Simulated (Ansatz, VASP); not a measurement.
# Two plane-wave programs on Bi

Contents of INCAR:

```
PREC = Accurate
ENCUT = 520
EDIFF = 1E-6
ISMEAR = 0
SIGMA = 0.15
LREAL = False
LASPH = True
NELM = 60
ALGO = Fast
ISIF = 2
LWAVE = False
LCHARG = True
GGA = PS
LELF = True
LVHAR = True
NBANDS = 14
```

Contents of KPOINTS:

```
Automatic mesh
0
Gamma
  18 18 18
```

Contents of POSCAR:

```
Bi
1.0
   -2.2241925384      2.2241925384      1.5725041247
    2.2241925384     -2.2241925384      1.5725041247
    2.2241925384      2.2241925384     -1.5725041247
Bi
1
Direct
    0.0000000000      0.0000000000      0.0000000000
```

Input for Ansatz:

```yaml
crystal:
  lattice:
    - [-2.2241925384, 2.2241925384, 1.5725041247]
    - [2.2241925384, -2.2241925384, 1.5725041247]
    - [2.2241925384, 2.2241925384, -1.5725041247]
  atoms:
    - { symbol: Bi, position: [0.0, 0.0, 0.0] }
basis:
  ecutwfc: 420
kpoints:
  mp_grid: { grid: [18, 18, 18] }
hamiltonian:
  xc: pbesol
scf:
  occupations: { method: gaussian, width: 0.15 }
output:
  forces: true
  stress: true
  eigenvalues: true
```

Alike in both runs: task single point; functional PBEsol; k mesh 18 × 18 × 18; occupations gaussian, width 0.15 eV; no spin polarisation.

|  | VASP | Ansatz |
| --- | --- | --- |
| version | VASP 6.6.1 | Ansatz 0.2.0 |
| potentials or method | VASP PAW PBE potentials, release 64 (Bi_d), cutoff 520 eV | scalar-relativistic, plane waves, PAW |
| valence electrons in the cell | 15 | 15 |

|  | VASP | Ansatz | Ansatz less VASP |
| --- | --- | --- | --- |
| gap on the k mesh at the Fermi level (eV) | none | none | - |
| pressure (GPa) | 1.0 | 1.0 | +0.04 |
| traceless stress, the component that is largest in VASP (GPa) | 5.33 | 5.32 | -0.011 |

VASP's potentials were made for PBE, not for PBEsol. A gap of «none» marks a metal or a gap that the smearing closes.

Spin-orbit coupling is off throughout.
